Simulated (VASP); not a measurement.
The system is GaP4.

```
Ga P
1.0
     4.83206    0.00000    0.00000
     0.00000    4.83206    0.00000
     0.00000    0.00000    4.31126
Ga P
1 4
Direct
  0.00000 0.00000 0.00000
  0.79355 0.50000 0.00000
  0.20645 0.50000 0.00000
  0.50000 0.79355 0.00000
  0.50000 0.20645 0.00000
```

| Property | Result |
| --- | --- |
| Program | VASP 6.6.1 |
| Task | relaxation of cell and atoms |
| Functional | PBE |
| Potentials or basis | VASP PAW PBE potentials, release 64 (Ga_d, P) |
| Cutoff | 600 eV |
| k mesh | 4 × 4 × 4 |
| Occupations | gaussian, width 0.1 eV |
| Spin | no spin polarisation |

At the start: pressure 26.7 GPa; volume 20.13 Å³/atom.

Question: Where does the relaxation end?

Answer: Over 20 steps the energy falls by 540.9 meV/atom and the volume is 24.24 Å³/atom (+20.4 %); space group P4/mmm (No. 123, to 0.05 Å).

The path:
| step | energy change (eV) | largest force (eV/Å) | pressure (GPa) | volume (Å³) |
| --- | --- | --- | --- | --- |
| 1 | 0.0000 | 1.1836 | 26.66 | 100.66 |
| 2 | -1.7067 | 0.9343 | -7.06 | 155.12 |
| 3 | -2.6706 | 0.2956 | 0.77 | 128.16 |
| 4 | -2.6758 | 0.2141 | -0.50 | 130.66 |
| 5 | -2.6773 | 0.2436 | -0.08 | 129.85 |
| 6 | -2.6884 | 0.1813 | -0.29 | 129.67 |
| 7 | -2.6931 | 0.0515 | -0.37 | 129.52 |
| 8 | -2.6936 | 0.0031 | -0.39 | 129.46 |
| 9 | -2.6948 | 0.0604 | 0.03 | 128.08 |
| 10 | -2.6949 | 0.0488 | -0.04 | 128.35 |
| 11 | -2.6962 | 0.0326 | -0.03 | 127.73 |
| 12 | -2.6992 | 0.0337 | 0.07 | 125.85 |
| 13 | -2.6977 | 0.1861 | 0.39 | 122.13 |
| 14 | -2.7000 | 0.0927 | 0.17 | 124.51 |
| 15 | -2.7008 | 0.0919 | 0.12 | 124.28 |
| 16 | -2.7022 | 0.0903 | -0.02 | 123.57 |
| 17 | -2.7020 | 0.0979 | -0.31 | 122.14 |
| 18 | -2.7026 | 0.0914 | -0.17 | 122.84 |
| 19 | -2.7034 | 0.0672 | -0.12 | 122.42 |
| 20 | -2.7047 | 0.0125 | 0.03 | 121.21 |

Final structure:
```yaml
crystal:
  lattice:
    - [5.49287, 0.00000, 0.00000]
    - [0.00000, 5.49287, 0.00000]
    - [0.00000, 0.00000, 4.01723]
  atoms:
    - { symbol: Ga, position: [0.00000, 0.00000, 0.00000] }
    - { symbol: P, position: [0.79700, 0.50000, 0.00000] }
    - { symbol: P, position: [0.20300, 0.50000, 0.00000] }
    - { symbol: P, position: [0.50000, 0.79700, 0.00000] }
    - { symbol: P, position: [0.50000, 0.20300, 0.00000] }
```

Caveat: the k points lie up to 0.39 Å⁻¹ apart in the final cell; the volume moved by over 15 % at a fixed basis, so the end points are rough.
